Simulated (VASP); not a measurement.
Input of a VASP 6.6.1 run:

Contents of POSCAR:

```
Ge
1.0
    0.0000000000      2.8360149687      2.8360149687
    2.8360149687      0.0000000000      2.8360149687
    2.8360149687      2.8360149687      0.0000000000
Ge
2
Direct
    0.5000000000      0.5000000000      0.5000000000
    0.7500000000      0.7500000000      0.7500000000
```

Contents of INCAR.step1:

```
SYSTEM = Ge
PREC = Accurate ; ENCUT = 520
ISMEAR = -1 ; SIGMA = 0.05
LREAL = .False. ; LASPH = .True.
NELM = 80 ; NBANDS = 21
GGA = PE ; ALGO = Normal
EDIFF = 1E-4 ; LWAVE = .True.
LCHARG = .False.
```

File INCAR.step2:

```
SYSTEM = Ge
PREC = Accurate ; ENCUT = 520
EDIFF = 1E-7 ; ISMEAR = -1
SIGMA = 0.05 ; LREAL = .False.
LASPH = .True. ; NELM = 80
ALGO = Normal ; ISIF = 2
LWAVE = .False. ; LCHARG = .False.
METAGGA = R2SCAN ; LMIXTAU = .True.
NBANDS = 21 ; ISTART = 1
```

Contents of KPOINTS:

```
regular mesh
0
Gamma
  4 4 4
  0 0 0
```

Potentials or basis: VASP PAW PBE potentials, release 64 (Ge_d).

The run is started by

```bash
$ cat potpaw_PBE.64/Ge_d/POTCAR > POTCAR
$ cp INCAR.step1 INCAR
$ mpirun -np 1 vasp_std > vasp.out
$ cp INCAR.step2 INCAR
$ mpirun -np 1 vasp_std > vasp.out
```

**Question.** What does it give for the pressure?

**Answer.** 0.2 GPa.

**Question.** What does it give for the band gap on the k mesh?

**Answer.** 0.34 eV.

Caveat: the k points lie up to 0.48 Å⁻¹ apart; the PAW data sets were made with another functional, which shifts forces and pressure a little. A k mesh can miss the band edges.
